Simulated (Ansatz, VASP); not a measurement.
## One calculation of BaS, two programs

Contents of POSCAR:

```
BaS
1.0
    0.0000000000      3.2149012787      3.2149012787
    3.2149012787      0.0000000000      3.2149012787
    3.2149012787      3.2149012787      0.0000000000
Ba S
1 1
Direct
    0.0000000000      0.0000000000      0.0000000000
    0.5000000000      0.5000000000      0.5000000000
```

File INCAR.step1:

```
SYSTEM = BaS
PREC     = Accurate       ! precision mode
ENCUT    = 520            ! plane-wave cutoff, eV
EDIFF    = 1E-5           ! SCF threshold, eV
ISMEAR   = -1             ! smearing method
SIGMA    = 0.05           ! smearing width, eV
LREAL    = .FALSE.        ! projectors in reciprocal space
LASPH    = .TRUE.         ! aspherical terms in the spheres
NELM     = 100            ! most SCF steps
ALGO     = Normal         ! electronic algorithm
ISIF     = 2              ! what is computed and relaxed
LWAVE    = .TRUE.         ! write WAVECAR
NBANDS   = 15             ! bands
GGA      = PE             ! functional
```

The input INCAR.step2:

```
SYSTEM = BaS
PREC     = Accurate       ! precision mode
ENCUT    = 520            ! plane-wave cutoff, eV
EDIFF    = 1E-6           ! SCF threshold, eV
ISMEAR   = -1             ! smearing method
SIGMA    = 0.05           ! smearing width, eV
LREAL    = .FALSE.        ! projectors in reciprocal space
LASPH    = .TRUE.         ! aspherical terms in the spheres
NELM     = 100            ! most SCF steps
ALGO     = Normal         ! electronic algorithm
ISIF     = 2              ! what is computed and relaxed
LWAVE    = .FALSE.        ! write WAVECAR
LCHARG   = .TRUE.         ! write CHGCAR
GGA      = PE             ! functional
LHFCALC  = .TRUE.         ! exact exchange
HFSCREEN = 0.2079         ! screening, 1/A
PRECFOCK = Normal       
LELF     = .TRUE.         ! ELF
LVHAR    = .TRUE.       
NBANDS   = 15             ! bands
ISTART   = 1
```

Contents of KPOINTS:

```
regular mesh
0
G
  4 4 4
  0 0 0
```

Contents of input:

```
crystal:
  lattice:
    - [0.0, 3.2149012787, 3.2149012787]
    - [3.2149012787, 0.0, 3.2149012787]
    - [3.2149012787, 3.2149012787, 0.0]
  atoms:
    - { symbol: Ba, position: [0.0, 0.0, 0.0] }
    - { symbol: S, position: [0.5, 0.5, 0.5] }
hamiltonian:
  xc: hse06
  pseudopotentials: { kind: paw }
kpoints:
  mp_grid: { grid: [4, 4, 4] }
scf:
  occupations: { method: fermi_dirac, width: 0.05 }
output:
  forces: true
  stress: true
  eigenvalues: true
```

Alike in both runs: task single point; functional HSE06; k mesh 4 × 4 × 4; occupations fermi-dirac, width 0.05 eV; no spin polarisation.

```csv
,VASP,Ansatz
version,VASP 6.6.1,Ansatz 0.2.0
potentials or method,"VASP PAW PBE potentials, release 64 (Ba_sv, S)",Ansatz PAW
plane-wave cutoff (eV),520,420
valence electrons in the cell,16,16
```

Ansatz gave:

```
gap on the k mesh at the Fermi level (eV) : 3.14
least direct gap on the mesh (eV)         : 3.28
pressure (GPa)                            : -0.4
```

Question: Which values does VASP return?

Answer: gap on the k mesh at the Fermi level (eV): 3.05; least direct gap on the mesh (eV): 3.22; pressure (GPa): 0.1.

The k mesh is coarse, so the values compare programs but aren't converged. Spin-orbit coupling is off throughout.
